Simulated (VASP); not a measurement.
Runs of VASP 6.6.1 on La2O3. The structure is that of space group P-3m1 (No. 164), or close to it. The cells are those of the table. 

| level | cell | smearing | gap on the mesh (eV) | pressure (GPa) | largest force (eV/Å) |
| --- | --- | --- | --- | --- | --- |
| PBE | a = 3.974, b = 3.974, c = 6.187 Å, angles 90.0, 90.0, 120.0°, 5 atoms | fermi-dirac 0.02 eV | 3.80 | -2.5 | 0.04 |
| PBE | a = 3.896, b = 3.896, c = 6.065 Å, angles 90.0, 90.0, 120.0°, 5 atoms | fermi-dirac 0.02 eV | 3.88 | 5.0 | 0.04 |
| PBE | a = 3.935, b = 3.935, c = 6.126 Å, angles 90.0, 90.0, 120.0°, 5 atoms | fermi-dirac 0.02 eV | (c) | 1.0 | 0.04 |
| PBE | a = 3.778, b = 3.778, c = 5.881 Å, angles 90.0, 90.0, 120.0°, 5 atoms | fermi-dirac 0.02 eV | 3.81 | 20.8 | 0.04 |
| r2SCAN | a = 4.053, b = 4.053, c = 6.310 Å, angles 90.0, 90.0, 120.0°, 5 atoms | gaussian 0.01 eV | 4.01 | (b) | (a) |

Alike in all rows: task single point; potentials or basis VASP PAW PBE potentials, release 64 (La, O); no spin polarisation; k mesh 12 × 12 × 4; cutoff (eV) 520.

**Question.** Fill in the values left out.

**Answer.** (a) 0.02; (b) -9.6; (c) 3.86.

Caveats: spin-orbit coupling is left out, which moves the levels of the heavy elements; the PAW data sets were made with another functional, which shifts forces and pressure a little (some runs).

A k mesh can miss the band edges, and the runs leave out spin-orbit coupling on La.
